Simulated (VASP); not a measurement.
# Ag (P6/mmm) in VASP: a series of runs

Ag is run at these levels: PBE; tasks: relaxation of cell and atoms.

Everything below comes from runs of VASP 6.6.1. Logs are shortened: lines on timing, memory, paths and dates and some standing lists are left out, and cuts for length are marked.

### Step 1. The cell of the first run

Symmetry: P6/mmm, No. 191, hexagonal system. Conventional cell: a = 3.885 Å, b = 3.885 Å, c = 2.409 Å, α = 90.00°, β = 90.00°, γ = 120.00°. Within 3.2 Å of Ag (site symmetry 6/mmm) lie 14 Ag at 2.41 to 2.55 Å. Within 3.0 Å of Ag (site symmetry -6m2) lie 11 Ag at 2.24 to 2.55 Å.

This isn't the form of Ag at room conditions, which is fcc.

### Step 2. Relaxation of cell and atoms, PBE, target pressure 220 GPa, at which the enthalpy is minimised

Contents of INCAR:

```
SYSTEM = Ag
PREC = Accurate
ENCUT = 600
EDIFF = 1E-6
ISMEAR = -1
SIGMA = 0.1
LREAL = .False.
LASPH = .True.
NELM = 80
ALGO = Normal
ISIF = 3
LWAVE = .False.
LCHARG = .False.
GGA = PE
IBRION = 2
NSW = 60
EDIFFG = -0.005
PSTRESS = 2200.0
```

Contents of KPOINTS:

```
regular mesh
0
Gamma
  9 9 13
  0 0 0
```

Contents of POSCAR:

```
Ag
1.0
    3.8848340519      0.0000000000      0.0000000000
   -1.9424170259      3.3643649784      0.0000000000
    0.0000000000      0.0000000000      2.4085971122
Ag
3
Direct
    0.0000000000      0.0000000000      0.0000000000
    0.3333333333      0.6666666667      0.5000000000
    0.6666666667      0.3333333333      0.5000000000
```

Potentials or basis: VASP PAW PBE potentials, release 64 (Ag).

Launch:

```
$ cat potpaw_PBE.64/Ag/POTCAR > POTCAR
$ mpirun -np 1 vasp_std > vasp.out
```

OUTCAR:

```text
SYSTEM = Ag
   PREC = Accurate
   ENCUT = 600
   EDIFF = 1E-6
   ISMEAR = -1
   LREAL = .False.
   LASPH = .True.
   NELM = 80
   ISIF = 3
   GGA = PE
   IBRION = 2
   NSW = 60
   EDIFFG = -0.005
   PSTRESS = 2200.0

 ion  position               nearest neighbor table
   1  0.000  0.000  0.000-   2 2.55   3 2.55   2 2.55   3 2.55   2 2.55   2 2.55   3 2.55   3 2.55
                             3 2.55   3 2.55   2 2.55   2 2.55
   2  0.333  0.667  0.500-   3 2.24   3 2.24   3 2.24   1 2.55   1 2.55   1 2.55   1 2.55   1 2.55
                             1 2.55   3 3.29   3 3.29   3 3.29   3 3.29   3 3.29   3 3.29
   3  0.667  0.333  0.500-   2 2.24   2 2.24   2 2.24   1 2.55   1 2.55   1 2.55   1 2.55   1 2.55
                             1 2.55   2 3.29   2 3.29   2 3.29   2 3.29   2 3.29   2 3.29

  LATTYP: Found a hexagonal cell.
 ALAT       =     3.8848340519
 C/A-ratio  =     0.6200000000

  Lattice vectors:

 A1 = (   3.8848340519,   0.0000000000,   0.0000000000)
 A2 = (  -1.9424170259,   3.3643649784,   0.0000000000)
 A3 = (   0.0000000000,   0.0000000000,   2.4085971122)

Analysis of symmetry for initial positions (statically):
=====================================================================
 Subroutine PRICEL returns:
 Original cell was already a primitive cell.

 Routine SETGRP: Setting up the symmetry group for a
 hexagonal supercell.

 Subroutine GETGRP returns: Found 24 space group operations
 (whereof 24 operations were pure point group operations)
 out of a pool of 24 trial point group operations.

The static configuration has the point symmetry D_6h.

Analysis of symmetry for dynamics (positions and initial velocities):
=====================================================================
 Subroutine PRICEL returns:
 Original cell was already a primitive cell.

 Routine SETGRP: Setting up the symmetry group for a
 hexagonal supercell.

 Subroutine GETGRP returns: Found 24 space group operations
 (whereof 24 operations were pure point group operations)
 out of a pool of 24 trial point group operations.

The dynamic configuration has the point symmetry D_6h.

 Subroutine INISYM returns: Found 24 space group operations
 (whereof 24 operations are pure point group operations),
 and found     1 'primitive' translations

----------------------------------------------------------------------------------------

                                     Primitive cell

  volume of cell :      31.4804

  direct lattice vectors                    reciprocal lattice vectors
     3.884834052  0.000000000  0.000000000     0.257411253  0.148616456  0.000000000
    -1.942417026  3.364364978  0.000000000     0.000000000  0.297232912  0.000000000
     0.000000000  0.000000000  2.408597112     0.000000000  0.000000000  0.415179440

  length of vectors
     3.884834052  3.884834052  2.408597112     0.297232912  0.297232912  0.415179440

  position of ions in fractional coordinates (direct lattice)
     0.000000000  0.000000000  0.000000000
     0.333333333  0.666666667  0.500000000
     0.666666667  0.333333333  0.500000000

  ion indices of the primitive-cell ions
   primitive index   ion index
                 1           1
                 2           2
                 3           3

----------------------------------------------------------------------------------------

 KPOINTS: regular mesh

Automatic generation of k-mesh.
 Grid dimensions read from file:
 generate k-points for:    9    9   13

 Generating k-lattice:

  Cartesian coordinates                     Fractional coordinates (reciprocal lattice)
     0.028601250  0.016512940  0.000000000     0.111111111  0.000000000  0.000000000
     0.000000000  0.033025879  0.000000000     0.000000000  0.111111111  0.000000000
     0.000000000  0.000000000  0.031936880     0.000000000  0.000000000  0.076923077

  Length of vectors
     0.033025879  0.033025879  0.031936880

  Shift w.r.t. Gamma in fractional coordinates (k-lattice)
     0.000000000  0.000000000  0.000000000

 Subroutine IBZKPT returns following result:
 ===========================================

 Found     84 irreducible k-points:

 Following reciprocal coordinates:
            Coordinates               Weight
  0.000000  0.000000  0.000000      1.000000
  0.111111  0.000000  0.000000      6.000000
  0.222222  0.000000  0.000000      6.000000
  0.333333  0.000000  0.000000      6.000000
  0.444444  0.000000  0.000000      6.000000
  0.111111  0.111111  0.000000      6.000000
[... 16 lines left out ...]
  0.333333  0.222222  0.076923     24.000000
  0.333333  0.333333  0.076923      4.000000
 [... further k-points ...]
   k-points           NKPTS =     84   k-points in BZ     NKDIM =     84   number of bands    NBANDS=     20
   number of dos      NEDOS =    301   number of ions     NIONS =      3
   total plane-waves  NPLWV =  20480
   dimension x,y,z NGX =    32 NGY =   32 NGZ =   20
   dimension x,y,z NGXF=    64 NGYF=   64 NGZF=   40
   ions per type =               3
   NGX,Y,Z   is equivalent  to a cutoff of  13.69, 13.69, 13.80 a.u.
   NGXF,Y,Z  is equivalent  to a cutoff of  27.39, 27.39, 27.61 a.u.
 SYSTEM =  Ag
   PREC   = accura    normal or accurate (medium, high low for compatibility)
   ISTART =      0    job   : 0-new  1-cont  2-samecut
   ICHARG =      2    charge: 1-file 2-atom 10-const
   ISPIN  =      1    spin polarized calculation?
   LNONCOLLINEAR =      F non collinear calculations
   LSORBIT =      F    spin-orbit coupling
   LASPH  =      T    aspherical Exc in radial PAW
   ENCUT  =  600.0 eV  44.10 Ry    6.64 a.u.   7.76  7.76  4.81*2*pi/ulx,y,z
   NELM   =     80;   NELMIN=  2; NELMDL= -5     # of ELM steps
   EDIFF  = 0.1E-05   stopping-criterion for ELM
   LREAL  =      F    real-space projection
   EDIFFG = -.5E-02   stopping-criterion for IOM
   NSW    =     60    number of steps for IOM
   IBRION =      2    ionic relax: 0-MD 1-quasi-New 2-CG
   NFREE  =      1    steps in history (QN), initial steepest desc. (CG)
   ISIF   =      3    stress and relaxation
   ISYM   =      2    0-nonsym 1-usesym 2-fastsym
   POTIM  = 0.5000    time-step for ionic-motion
   TEBEG  =    0.0;   TEEND  =   0.0 temperature during run
   PSTRESS= 2200.0 pullay stress
   NELECT =      33.0000    total number of electrons
   NUPDOWN=      -1.0000    fix difference up-down
   EMIN   =  10.00;   EMAX   =-10.00  energy-range for DOS
   EFERMI =   0.00;   METHOD = LEGACY
   ISMEAR =    -1;   SIGMA  =   0.10  broadening in eV -4-tet -1-fermi 0-gaus
   EFERMI_NEDOS =   21; number of points for ismear=-14 and -15
   IALGO  =     38    algorithm
   IMIX   =      4    mixing-type and parameters
     AMIX     =   0.40;   BMIX     =  1.00
     AMIX_MAG =   1.60;   BMIX_MAG =  1.00
  volume/ion in A,a.u.               =      10.49        70.81
  Fermi-wavevector in a.u.,A,eV,Ry     =   1.663028  3.142667 37.629118  2.765662
  Thomas-Fermi vector in A             =   2.749816
   LORBIT       =      0    0 simple, 1 ext, 2 COOP (PROOUT), +10 PAW based schemes
   GGA     = PE    functional components
   LHFCALC =     F    Hartree Fock is set to
   AEXX    =    0.0000 exact exchange contribution
   IVDW    =     0    specifies the selected vdW correction
   LEPSILON=     F    determine dielectric tensor
   LRPA    =     F    only Hartree local field effects (RPA)
 conjugate gradient relaxation of ions
 non-spin polarized calculation
  energy-cutoff  :      600.00
  volume of cell :       31.48
 maximum number of plane-waves:      1072
 NGX is ok and might be reduce to    32
   NGX = 15   NGY = 15   NGZ =  9

--------------------------------------- Ionic step        1  -------------------------------------------

 number of electron      32.9999996 magnetization

 Free energy of the ion-electron system (eV)
  ---------------------------------------------------
  ext. energy  EPLUGINS =         0.00000000
  ---------------------------------------------------
  free energy    TOTEN  =         1.11746214 eV

  energy without entropy =        1.13430348  energy(sigma->0) =        1.12588281

------------------------ aborting loop because EDIFF is reached ----------------------------------------

  FORCE on cell =-STRESS in cart. coord.  units (eV):
  Direction    XX          YY          ZZ          XY          YZ          ZX
  --------------------------------------------------------------------------------------
  -------------------------------------------------------------------------------------
  Total       46.5833669     46.5833669     39.1841926      0.0000000     -0.0000000      0.0000000
  in kB     2370.8371304   2370.8371303   1994.2598598      0.0000000     -0.0000000      0.0000000
  external PRESSURE =      45.3113735 kB  Pullay stress =    2200.0000000 kB
[... 258 lines left out ...]
  enthalpy is  TOTEN    =        44.2543395907 eV   P V=       43.3319735339

--------------------------------------- Ionic step        8  -------------------------------------------

 number of electron      33.0000004 magnetization

 Free energy of the ion-electron system (eV)
  ---------------------------------------------------
  ext. energy  EPLUGINS =         0.00000000
  ---------------------------------------------------
  free energy    TOTEN  =         0.87197459 eV

  energy without entropy =        0.89043163  energy(sigma->0) =        0.88120311

 E-fermi :  17.7335     XC(G=0): -15.3223

 val. band max:       17.6651372046   @ k =   0.4444   0.0000   0.4615
 cond. band min:      17.8193434738   @ k =   0.3333   0.3333   0.3077
 fundamental gap:      0.1542062692
 Fermi energy:        17.7335071248

 k-point     1 :       0.0000    0.0000    0.0000
  band No.  band energies     occupation
      1       5.2743      2.00000
      2       6.5490      2.00000
      3       9.0441      2.00000
      4       9.3480      2.00000
      5       9.4091      2.00000
      6       9.4091      2.00000
[... 12 lines left out ...]
     19      24.2582      0.00000
[... 513 lines left out ...]
      4       8.3556      2.00000
      5       8.3556      2.00000
      6       8.8428      2.00000
[... 12 lines left out ...]
     19      29.4762      0.00000
     20      30.4957      0.00000

 [... further k-points ...]

------------------------ aborting loop because EDIFF is reached ----------------------------------------

  FORCE on cell =-STRESS in cart. coord.  units (eV):
  Direction    XX          YY          ZZ          XY          YZ          ZX
  --------------------------------------------------------------------------------------
  -------------------------------------------------------------------------------------
  Total       43.3836803     43.3836803     43.3850243      0.0000000      0.0000000      0.0000000
  in kB     2200.1001391   2200.1001390   2200.1682970      0.0000001      0.0000000      0.0000000
  external PRESSURE =       0.1228584 kB  Pullay stress =    2200.0000000 kB
[... 18 lines left out ...]
  FREE ENERGIE OF THE ION-ELECTRON SYSTEM (eV)
  ---------------------------------------------------
  free  energy   TOTEN  =         0.8719745874 eV

  energy  without entropy=        0.8904316321  energy(sigma->0) =        0.88120311

  enthalpy is  TOTEN    =        44.2536802080 eV   P V=       43.3817056207

 reached required accuracy - stopping structural energy minimisation
```

It took 82 s on 1 thread of Intel Xeon 6975P-C (Granite Rapids), shared host; peak memory 0.2 GiB.

Results:

```yaml
Free_energy: 0.8720 eV
Relaxed_volume: 10.53 Å³/atom
Relaxed_cell: a = 3.936 Å, b = 3.936 Å, c = 2.355 Å, α = 90.00°, β = 90.00°, γ = 120.00°
Space_group_after_relaxing_to_0.1_Å: P6/mmm (No. 191)
Energy_change_on_relaxing_the_run_minimises_the_enthalpy: -81.8 meV/atom
Ionic_steps: 8
Pressure_after_relaxing: 220.0 GPa
Band_gap_on_the_k_mesh: zero (an odd number of electrons rules out a gap without spin polarisation)
```

Step by step:
| step | energy change (eV) | largest force (eV/Å) | pressure (GPa) | volume (Å³) |
| --- | --- | --- | --- | --- |
| 1 | 0.0000 | 0.0000 | 224.53 | 31.48 |
| 2 | -1.1233 | 0.0000 | 193.72 | 32.70 |
| 3 | -0.5797 | 0.0000 | 212.34 | 31.84 |
| 4 | 2.0848 | 0.0000 | 273.21 | 30.11 |
| 5 | -0.2819 | 0.0000 | 219.15 | 31.62 |
| 6 | -0.2676 | 0.0000 | 219.51 | 31.61 |
| 7 | -0.1951 | 0.0000 | 221.15 | 31.56 |
| 8 | -0.2455 | 0.0000 | 220.01 | 31.59 |

Final structure:
```xyz
3
Lattice="3.9357 0.0000 0.0000 -1.9679 3.4084 0.0000 0.0000 0.0000 2.3551" Properties=species:S:1:pos:R:3 pbc="T T T"
Ag    0.0000    0.0000    0.0000
Ag    0.0000    2.2723    1.1776
Ag    1.9679    1.1361    1.1776
```

Caveat: the cell is relaxed towards a set pressure, so the run minimises the enthalpy, not the energy.

(Continued in part 2 of 2.)

The gap in the log of VASP goes by the Fermi energy; the results here count the filled bands.